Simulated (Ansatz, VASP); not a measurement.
BaTiO3: VASP beside Ansatz

Contents of INCAR:

```
SYSTEM = BaTiO3
PREC = Accurate ; ENCUT = 520
EDIFF = 1E-8 ; ISMEAR = -1
SIGMA = 0.05 ; LREAL = .False.
LASPH = .True. ; NELM = 60
ALGO = Normal ; ISIF = 2
LWAVE = .False. ; LCHARG = .False.
GGA = CA ; LEFG = .True.
NBANDS = 28
```

File KPOINTS:

```
regular mesh
0
Gamma
  8 8 8
  0 0 0
```

File POSCAR:

```
BaTiO3
1.0
    4.0206133868      0.0000000000      0.0000000000
    0.0000000000      4.0206133868      0.0000000000
    0.0000000000      0.0000000000      4.0206133868
Ba Ti O
1 1 3
Direct
    0.5000000000      0.5000000000      0.5000000000
    0.0000000000      0.0000000000      0.0000000000
    0.5000000000      0.0000000000      0.0000000000
    0.0000000000      0.5000000000      0.0000000000
    0.0000000000      0.0000000000      0.5000000000
```

Input for Ansatz:

```yaml
crystal:
  lattice:
    - [4.0206133868, 0.0, 0.0]
    - [0.0, 4.0206133868, 0.0]
    - [0.0, 0.0, 4.0206133868]
  atoms:
    - { symbol: Ba, position: [0.5, 0.5, 0.5] }
    - { symbol: Ti, position: [0.0, 0.0, 0.0] }
    - { symbol: O, position: [0.5, 0.0, 0.0] }
    - { symbol: O, position: [0.0, 0.5, 0.0] }
    - { symbol: O, position: [0.0, 0.0, 0.5] }
kpoints:
  mp_grid: { grid: [8, 8, 8] }
scf:
  occupations: { method: fermi_dirac, width: 0.05 }
hamiltonian:
  xc: lda
  pseudopotentials: { kind: all_electron, datasets: crystal }
output:
  forces: true
  stress: true
  eigenvalues: true
  efg: { contact_densities: true }
```

Change from the starting cell: volume scaled by 1.01, crystal datasets.

Alike in both runs: task electric field gradients; functional LDA; k mesh 8 × 8 × 8; occupations fermi-dirac, width 0.05 eV; no spin polarisation.

|  | VASP | Ansatz |
| --- | --- | --- |
| version | VASP 6.6.1 | Ansatz 0.2.0 |
| potentials or method | VASP PAW LDA potentials, release 64 (Ba_sv, Ti_sv, O), cutoff 520 eV | all-electron PAW with datasets made for the crystal, scalar-relativistic |

```tsv
	VASP	Ansatz	Ansatz less VASP
pressure (GPa)	-9.0	-10.9	-1.90
size of Vzz on the site where it differs most (V/Å²)	22.6	22.8	+0.24
```

LDA's correlation is that of Perdew and Zunger in VASP and of Perdew and Wang (1992) in Ansatz. Ansatz ran all-electron here, and VASP with PAW potentials.

Neither program's run includes spin-orbit coupling.
